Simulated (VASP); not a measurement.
Write the native input for VASP 6.6.1 that does the following.

- Task: single point
- Functional: PBEsol
- Potentials or basis: VASP PAW PBE potentials, release 64 (In_d)
- Cutoff: 520 eV
- k mesh: 16 × 16 × 16
- Occupations: gaussian, width 0.1 eV
- Spin: no spin polarisation
- Dipole correction: no
- Further INCAR settings: ALGO = Normal; EDIFF = 1e-06; NBANDS = 12

The structure of In lies in POSCAR:

```
In
1.0
   -1.8629461712      1.8629461712      1.8629461712
    1.8629461712     -1.8629461712      1.8629461712
    1.8629461712      1.8629461712     -1.8629461712
In
1
Direct
    0.0000000000      0.0000000000      0.0000000000
```

These files were run (other wordings do the same):

INCAR

```
SYSTEM = In
PREC = Accurate ; ENCUT = 520
EDIFF = 1E-6 ; ISMEAR = 0
SIGMA = 0.1 ; LREAL = .False.
LASPH = .True. ; NELM = 100
ALGO = Normal ; ISIF = 2
LWAVE = .False. ; LCHARG = .False.
GGA = PS ; NBANDS = 12
```

KPOINTS

```
Automatic mesh
0
Gamma
  16 16 16
  0 0 0
```

Potentials or basis: VASP PAW PBE potentials, release 64 (In_d).

Launch:

```console
$ cat potpaw_PBE.64/In_d/POTCAR > POTCAR
$ mpirun -np 1 vasp_std > vasp.out
```

Results of the run:

```json
{
  "Pressure": "0.0 GPa"
}
```

Caveat: the PAW data sets were made with another functional, which shifts forces and pressure a little.

Run time: 22 s on 1 thread of Intel(R) Xeon(R) Platinum 8175M CPU @ 2.50GHz (Skylake/Cascade Lake), on a shared host, peak memory 0.16 GiB.
